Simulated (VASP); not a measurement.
Here is a VASP 6.6.1 calculation.

Contents of INCAR:

```
  PREC = Accurate
  ENCUT = 520
  EDIFF = 1E-6
  ISMEAR = -1
  SIGMA = 0.05
  LREAL = F
  LASPH = T
  NELM = 80
  ALGO = Fast
  ISIF = 2
  LWAVE = F
  LCHARG = F
  GGA = PE
  NBANDS = 52
```

File KPOINTS:

```
regular mesh
0
Gamma
  5 5 5
```

File POSCAR:

```
Ca7Ge
1.0
    0.0000000000      5.2620970000      5.2620970000
    5.2620970000      0.0000000000      5.2620970000
    5.2620970000      5.2620970000      0.0000000000
Ge Ca
1 7
Direct
    0.0000000000      0.0000000000      0.0000000000
    0.0000000000      0.0000000000      0.5000000000
    0.5000000000      0.0000000000      0.5000000000
    0.0000000000      0.5000000000      0.5000000000
    0.5000000000      0.0000000000      0.0000000000
    0.0000000000      0.5000000000      0.0000000000
    0.5000000000      0.5000000000      0.5000000000
    0.5000000000      0.5000000000      0.0000000000
```

Potentials or basis: VASP PAW PBE potentials, release 64 (Ge_d, Ca_sv).

Command:

```bash
$ cat potpaw_PBE.64/Ge_d/POTCAR potpaw_PBE.64/Ca_sv/POTCAR > POTCAR
$ mpirun -np 1 vasp_std > vasp.out
```

Predict the band gap on the k mesh.

zero (band 42 reaches 2.61 eV, above the bottom of band 43 at 2.20 eV).

Estimate the pressure.

0.0 GPa.
